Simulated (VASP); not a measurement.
Crystal: AlCo3.

```
Al Co
1.0
     3.57495    0.00000    0.00000
     0.00000    3.57495    0.00000
     0.00000    0.00000    3.57495
Al Co
1 3
Direct
  0.00000 0.00000 0.00000
  0.50000 0.50000 0.00000
  0.50000 0.00000 0.50000
  0.00000 0.50000 0.50000
```

Base run:

* Program: VASP 6.6.1
* Functional: PBEsol
* Potentials or basis: VASP PAW PBE potentials, release 64 (Al, Co)
* Cutoff: 520 eV
* k mesh: 12 × 12 × 12
* Occupations: gaussian, width 0.1 eV
* Spin: collinear spin, ferromagnetic start
* Starting moments: [-0.06, 1.15, 1.15, 1.15] μB
* Fixed moment: 3 μB

Its results: pressure -10.2 GPa; site moments Al -0.03; Co +1.03 μB.

After a change of settings the same cell gave: pressure 27.2 GPa; site moments Al +0.19; Co +2.69 μB. Which change was it?
A. fixed moment from 3 μB to 9 μB; moments at the start from [-0.06, 1.15, 1.15, 1.15] to [0.33, 2.91, 2.91, 2.91]
B. fixed moment from 3 μB to none; moments at the start from [-0.06, 1.15, 1.15, 1.15] to [0.0, 1.48, 1.48, 1.48]
C. fixed moment from 3 μB to 7.5 μB; moments at the start from [-0.06, 1.15, 1.15, 1.15] to [0.17, 2.53, 2.53, 2.53]

A.

Caveats: the PAW data sets were made with another functional, which shifts forces and pressure a little; the total moment is fixed, so each spin has its own Fermi level; the cell stands under tension (at least some runs); the cell stands under pressure (at least some runs).
